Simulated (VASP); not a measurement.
# Si (R-3) in VASP: single point with PBE

Aim: the single point of Si with PBE.

Program: VASP 6.6.1. These are calculated values, not measurements. Logs are shortened: lines on timing, memory, paths and dates and some standing lists are left out, and cuts for length are marked.

## 1. The cell of the first run

The structure is trigonal, space group R-3 (No. 148). The conventional cell has a = 9.444 Å, b = 9.444 Å, c = 5.663 Å, α = 90.00°, β = 90.00°, γ = 120.00°. Within 3.1 Å of Si (site symmetry 1) lie 4 Si at 2.36 to 2.39 Å. Si (site symmetry 3) has 4 Si at 2.38 to 2.42 Å within 3.1 Å.

## 2. Single point, PBE

INCAR

```
PREC = Accurate ; ENCUT = 520
EDIFF = 1E-7 ; ISMEAR = 0
SIGMA = 0.15 ; LREAL = False
LASPH = True ; NELM = 100
ALGO = Normal ; ISIF = 2
LWAVE = False ; LCHARG = False
GGA = PE ; NBANDS = 26
```

KPOINTS

```
Automatic mesh
0
Gamma
  6 6 6
```

POSCAR

```
Si
1.0
    4.7220680710      2.7262872719      1.8875297745
   -4.7220680710      2.7262872719      1.8875297745
    0.0000000000     -5.4525745439      1.8875297745
Si
8
Direct
    0.0198308878      0.7179212950      0.5217069398
    0.9801691122      0.2820787050      0.4782930602
    0.7139963240      0.7139963240      0.7139963240
    0.2820787050      0.4782930602      0.9801691122
    0.4782930602      0.9801691122      0.2820787050
    0.7179212950      0.5217069398      0.0198308878
    0.2860036760      0.2860036760      0.2860036760
    0.5217069398      0.0198308878      0.7179212950
```

Potentials or basis: VASP PAW PBE potentials, release 64 (Si).

Command:

```sh
> cat potpaw_PBE.64/Si/POTCAR > POTCAR
> mpirun -np 1 vasp_std > vasp.out
```

OUTCAR:

```text
PREC = Accurate
   ENCUT = 520
   EDIFF = 1E-7
   ISMEAR = 0
   LREAL = False
   LASPH = True
   NELM = 100
   ISIF = 2
   GGA = PE

 ion  position               nearest neighbor table
   1  0.020  0.718  0.522-   2 2.36   3 2.38   8 2.39   6 2.39
   2  0.980  0.282  0.478-   1 2.36   7 2.38   5 2.39   4 2.39
   3  0.714  0.714  0.714-   8 2.38   1 2.38   6 2.38   7 2.42
   4  0.282  0.478  0.980-   6 2.36   7 2.38   5 2.39   2 2.39
   5  0.478  0.980  0.282-   8 2.36   7 2.38   2 2.39   4 2.39
   6  0.718  0.522  0.020-   4 2.36   3 2.38   8 2.39   1 2.39
   7  0.286  0.286  0.286-   5 2.38   2 2.38   4 2.38   3 2.42
   8  0.522  0.020  0.718-   5 2.36   3 2.38   1 2.39   6 2.39

  LATTYP: Found a trigonal (rhomboedric) cell.
 ALAT       =     5.7700379380
 COS(alpha) =    -0.3394828117

  Lattice vectors:

 A1 = (   4.7220680710,   2.7262872719,   1.8875297745)
 A2 = (  -4.7220680710,   2.7262872719,   1.8875297745)
 A3 = (   0.0000000000,  -5.4525745439,   1.8875297745)

Analysis of symmetry for initial positions (statically):
=====================================================================
 Subroutine PRICEL returns:
 Original cell was already a primitive cell.

 Routine SETGRP: Setting up the symmetry group for a
 trigonal (rhombohedral) supercell.

 Subroutine GETGRP returns: Found  6 space group operations
 (whereof  6 operations were pure point group operations)
 out of a pool of 12 trial point group operations.

The static configuration has the point symmetry S_6 .

Analysis of symmetry for dynamics (positions and initial velocities):
=====================================================================
 Subroutine PRICEL returns:
 Original cell was already a primitive cell.

 Routine SETGRP: Setting up the symmetry group for a
 trigonal (rhombohedral) supercell.

 Subroutine GETGRP returns: Found  6 space group operations
 (whereof  6 operations were pure point group operations)
 out of a pool of 12 trial point group operations.

The dynamic configuration has the point symmetry S_6 .

 Subroutine INISYM returns: Found  6 space group operations
 (whereof  6 operations are pure point group operations),
 and found     1 'primitive' translations

----------------------------------------------------------------------------------------

                                     Primitive cell

  volume of cell :     145.7971

  direct lattice vectors                    reciprocal lattice vectors
     4.722068071  2.726287272  1.887529774     0.105885809  0.061133201  0.176597656
    -4.722068071  2.726287272  1.887529774    -0.105885809  0.061133201  0.176597656
     0.000000000 -5.452574544  1.887529774     0.000000000 -0.122266401  0.176597656

  length of vectors
     5.770037938  5.770037938  5.770037938     0.214792469  0.214792469  0.214792469

  position of ions in fractional coordinates (direct lattice)
     0.019830888  0.717921295  0.521706940
     0.980169112  0.282078705  0.478293060
     0.713996324  0.713996324  0.713996324
     0.282078705  0.478293060  0.980169112
     0.478293060  0.980169112  0.282078705
     0.717921295  0.521706940  0.019830888
     0.286003676  0.286003676  0.286003676
     0.521706940  0.019830888  0.717921295

  ion indices of the primitive-cell ions
   primitive index   ion index
                 1           1
                 2           2
                 3           3
                 4           4
                 5           5
                 6           6
                 7           7
                 8           8

----------------------------------------------------------------------------------------

 KPOINTS: Automatic mesh

Automatic generation of k-mesh.
 Grid dimensions read from file:
 generate k-points for:    6    6    6

 Generating k-lattice:

  Cartesian coordinates                     Fractional coordinates (reciprocal lattice)
     0.017647635  0.010188867  0.029432943     0.166666667  0.000000000  0.000000000
    -0.017647635  0.010188867  0.029432943     0.000000000  0.166666667  0.000000000
     0.000000000 -0.020377734  0.029432943     0.000000000  0.000000000  0.166666667

  Length of vectors
     0.035798745  0.035798745  0.035798745

  Shift w.r.t. Gamma in fractional coordinates (k-lattice)
     0.000000000  0.000000000  0.000000000

 Subroutine IBZKPT returns following result:
 ===========================================

 Found     40 irreducible k-points:

 Following reciprocal coordinates:
            Coordinates               Weight
  0.000000  0.000000  0.000000      1.000000
  0.166667 -0.000000 -0.000000      6.000000
  0.333333 -0.000000 -0.000000      6.000000
  0.500000 -0.000000 -0.000000      3.000000
  0.166667  0.166667 -0.000000      6.000000
  0.333333  0.166667 -0.000000      6.000000
[... 16 lines left out ...]
  0.333333  0.333333  0.166667      6.000000
  0.500000  0.333333  0.166667      6.000000
 [... further k-points ...]
   k-points           NKPTS =     40   k-points in BZ     NKDIM =     40   number of bands    NBANDS=     26
   number of dos      NEDOS =    301   number of ions     NIONS =      8
   total plane-waves  NPLWV = 110592
   dimension x,y,z NGX =    48 NGY =   48 NGZ =   48
   dimension x,y,z NGXF=    96 NGYF=   96 NGZF=   96
   ions per type =               8
   NGX,Y,Z   is equivalent  to a cutoff of  13.83, 13.83, 13.83 a.u.
   NGXF,Y,Z  is equivalent  to a cutoff of  27.66, 27.66, 27.66 a.u.
 SYSTEM =  unknown system
   PREC   = accura    normal or accurate (medium, high low for compatibility)
   ISTART =      0    job   : 0-new  1-cont  2-samecut
   ICHARG =      2    charge: 1-file 2-atom 10-const
   ISPIN  =      1    spin polarized calculation?
   LNONCOLLINEAR =      F non collinear calculations
   LSORBIT =      F    spin-orbit coupling
   LASPH  =      T    aspherical Exc in radial PAW
   ENCUT  =  520.0 eV  38.22 Ry    6.18 a.u.  10.73 10.73 10.73*2*pi/ulx,y,z
   NELM   =    100;   NELMIN=  2; NELMDL= -5     # of ELM steps
   EDIFF  = 0.1E-06   stopping-criterion for ELM
   LREAL  =      F    real-space projection
   EDIFFG = 0.1E-05   stopping-criterion for IOM
   NSW    =      0    number of steps for IOM
   IBRION =     -1    ionic relax: 0-MD 1-quasi-New 2-CG
   NFREE  =      0    steps in history (QN), initial steepest desc. (CG)
   ISIF   =      2    stress and relaxation
   ISYM   =      2    0-nonsym 1-usesym 2-fastsym
   POTIM  = 0.5000    time-step for ionic-motion
   TEBEG  =    0.0;   TEEND  =   0.0 temperature during run
   PSTRESS=    0.0 pullay stress
   NELECT =      32.0000    total number of electrons
   NUPDOWN=      -1.0000    fix difference up-down
   EMIN   =  10.00;   EMAX   =-10.00  energy-range for DOS
   EFERMI =   0.00;   METHOD = LEGACY
   ISMEAR =     0;   SIGMA  =   0.15  broadening in eV -4-tet -1-fermi 0-gaus
   EFERMI_NEDOS =   21; number of points for ismear=-14 and -15
   IALGO  =     38    algorithm
   IMIX   =      4    mixing-type and parameters
     AMIX     =   0.40;   BMIX     =  1.00
     AMIX_MAG =   1.60;   BMIX_MAG =  1.00
  volume/ion in A,a.u.               =      18.22       122.99
  Fermi-wavevector in a.u.,A,eV,Ry     =   0.987511  1.866125 13.268096  0.975178
  Thomas-Fermi vector in A             =   2.118970
   LORBIT       =      0    0 simple, 1 ext, 2 COOP (PROOUT), +10 PAW based schemes
   GGA     = PE    functional components
   LHFCALC =     F    Hartree Fock is set to
   AEXX    =    0.0000 exact exchange contribution
   IVDW    =     0    specifies the selected vdW correction
   LEPSILON=     F    determine dielectric tensor
   LRPA    =     F    only Hartree local field effects (RPA)
 non-spin polarized calculation
 Gauss-broadening in eV      SIGMA  =   0.15
  energy-cutoff  :      520.00
  volume of cell :      145.80
 maximum number of plane-waves:      3961
 NGX is ok and might be reduce to    48
   NGX = 21   NGY = 21   NGZ = 21

 number of electron      31.9999999 magnetization

 Free energy of the ion-electron system (eV)
  ---------------------------------------------------
  ext. energy  EPLUGINS =         0.00000000
  ---------------------------------------------------
  free energy    TOTEN  =       -42.11824662 eV

  energy without entropy =      -42.11609531  energy(sigma->0) =      -42.11717096

 E-fermi :   7.0727     XC(G=0):  -9.9903

 val. band max:        7.0145987235   @ k =   0.5000  -0.0000  -0.0000
 cond. band min:       7.2395530686   @ k =   0.5000   0.5000   0.5000
 fundamental gap:      0.2249543452
 Fermi energy:         7.0726654261

 k-point     1 :       0.0000    0.0000    0.0000
  band No.  band energies     occupation
      1      -5.6080      2.00000
      2      -1.2211      2.00000
      3      -0.7962      2.00000
      4      -0.7962      2.00000
      5      -0.5651      2.00000
      6       0.6015      2.00000
[... 18 lines left out ...]
     25      12.2379      0.00000
     26      12.7665      0.00000

 k-point     2 :       0.1667   -0.0000   -0.0000
  band No.  band energies     occupation
      1      -5.4412      2.00000
      2      -1.6928      2.00000
      3      -1.3495      2.00000
      4      -0.9519      2.00000
      5      -0.6771      2.00000
      6       0.4745      2.00000
[... 18 lines left out ...]
     25      12.0570      0.00000
     26      12.1948      0.00000

 k-point     3 :       0.3333   -0.0000   -0.0000
  band No.  band energies     occupation
      1      -4.9581      2.00000
      2      -2.8745      2.00000
      3      -1.7185      2.00000
      4      -1.2621      2.00000
      5      -0.8195      2.00000
      6       0.1939      2.00000
[... 18 lines left out ...]
     25      11.6435      0.00000
     26      12.0607      0.00000

 k-point     4 :       0.5000   -0.0000   -0.0000
  band No.  band energies     occupation
      1      -4.4246      2.00000
      2      -3.6820      2.00000
      3      -1.8490      2.00000
      4      -1.3930      2.00000
      5      -0.8845      2.00000
      6       0.0790      2.00000
[... 18 lines left out ...]
     25      11.7000      0.00000
     26      11.7330      0.00000

 k-point     5 :       0.1667    0.1667   -0.0000
  band No.  band energies     occupation
      1      -5.1162      2.00000
      2      -2.2136      2.00000
      3      -2.0781      2.00000
      4      -1.4428      2.00000
      5      -0.4371      2.00000
      6       0.4402      2.00000
[... 18 lines left out ...]
     25      11.6457      0.00000
     26      11.8055      0.00000

 k-point     6 :       0.3333    0.1667   -0.0000
  band No.  band energies     occupation
      1      -4.5248      2.00000
      2      -3.2808      2.00000
      3      -2.4437      2.00000
      4      -1.5907      2.00000
      5      -0.4880      2.00000
      6       0.5831      2.00000
[... 427 lines left out ...]
 k-point    21 :      -0.3333    0.1667    0.1667
  band No.  band energies     occupation
      1      -5.1041      2.00000
      2      -2.3457      2.00000
      3      -2.2565      2.00000
      4      -1.3234      2.00000
      5      -0.2044      2.00000
      6       0.5002      2.00000
[... 18 lines left out ...]
     25      11.7184      0.00000
     26      11.9080      0.00000

 k-point    22 :      -0.1667    0.1667    0.1667
  band No.  band energies     occupation
      1      -5.2736      2.00000
      2      -1.9783      2.00000
      3      -1.4802      2.00000
      4      -1.4138      2.00000
      5      -0.8961      2.00000
      6       0.7182      2.00000
[... 18 lines left out ...]
     25      11.8566      0.00000
     26      12.0424      0.00000

 k-point    23 :       0.3333    0.3333    0.1667
  band No.  band energies     occupation
      1      -3.9203      2.00000
      2      -3.7522      2.00000
      3      -2.9833      2.00000
      4      -2.2555      2.00000
      5       0.8749      2.00000
      6       1.1242      2.00000
[... 18 lines left out ...]
     25      11.4360      0.00000
     26      11.7931      0.00000

 k-point    24 :       0.5000    0.3333    0.1667
  band No.  band energies     occupation
      1      -4.4433      2.00000
      2      -3.4823      2.00000
      3      -2.5895      2.00000
      4      -1.5420      2.00000
      5       0.0686      2.00000
      6       0.3949      2.00000
[... 18 lines left out ...]
     25      11.4923      0.00000
     26      12.3667      0.00000

 [... further k-points ...]

------------------------ aborting loop because EDIFF is reached ----------------------------------------

  FORCE on cell =-STRESS in cart. coord.  units (eV):
  Direction    XX          YY          ZZ          XY          YZ          ZX
  --------------------------------------------------------------------------------------
  -------------------------------------------------------------------------------------
  Total       -0.0813959     -0.0813959     -0.0514620      0.0000000      0.0000000      0.0000000
  in kB       -0.8944663     -0.8944663     -0.5655202      0.0000001      0.0000000      0.0000000
  external PRESSURE =      -0.7848176 kB  Pullay stress =       0.0000000 kB

 VOLUME and BASIS-vectors are now :
 -----------------------------------------------------------------------------
  energy-cutoff  :      520.00
  volume of cell :      145.80
      direct lattice vectors                 reciprocal lattice vectors
     4.722068071  2.726287272  1.887529774     0.105885809  0.061133201  0.176597656
    -4.722068071  2.726287272  1.887529774    -0.105885809  0.061133201  0.176597656
     0.000000000 -5.452574544  1.887529774     0.000000000 -0.122266401  0.176597656

 POSITION                                       TOTAL-FORCE (eV/Angst)
 -----------------------------------------------------------------------------------
     -3.29643     -0.83332      2.37727        -0.004165      0.001364      0.000033
      3.29643      0.83332      3.28532         0.004165     -0.001364     -0.000033
      0.00000     -0.00000      4.04307         0.000000      0.000000     -0.001078
     -0.92654     -3.27145      3.28532        -0.003264     -0.002925     -0.000033
     -2.36989      2.43813      3.28532        -0.000901      0.004289     -0.000033
      0.92654      3.27145      2.37727         0.003264      0.002925      0.000033
      0.00000     -0.00000      1.61952         0.000000     -0.000000      0.001078
      2.36989     -2.43813      2.37727         0.000901     -0.004289      0.000033
 -----------------------------------------------------------------------------------
    total drift:                               -0.000000     -0.000000     -0.000000

  FREE ENERGIE OF THE ION-ELECTRON SYSTEM (eV)
  ---------------------------------------------------
  free  energy   TOTEN  =       -42.1182466151 eV

  energy  without entropy=      -42.1160953141  energy(sigma->0) =      -42.11717096
```

It took 2.8 min on 1 thread of Intel Xeon Platinum 8259CL at 2.50GHz (Skylake/Cascade Lake), shared host; peak memory 0.36 GiB.

Results:

- Free energy: -42.1182 eV
- Pressure: -0.1 GPa
- Largest force: 0.004 eV/Å
- Band gap on the k mesh: zero (bands 16 and 17 overlap by 0.23 eV)

Forces in eV/Å, atoms in the order of the input:
```
Si  -0.004  0.001  0.000
Si   0.004 -0.001  0.000
Si   0.000  0.000 -0.001
Si  -0.003 -0.003  0.000
Si  -0.001  0.004  0.000
Si   0.003  0.003  0.000
Si   0.000  0.000  0.001
Si   0.001 -0.004  0.000
```

Caveat: semilocal functionals underestimate gaps, and a narrow one can read as zero.

The gap in the log of VASP goes by the Fermi energy; the results here count the filled bands.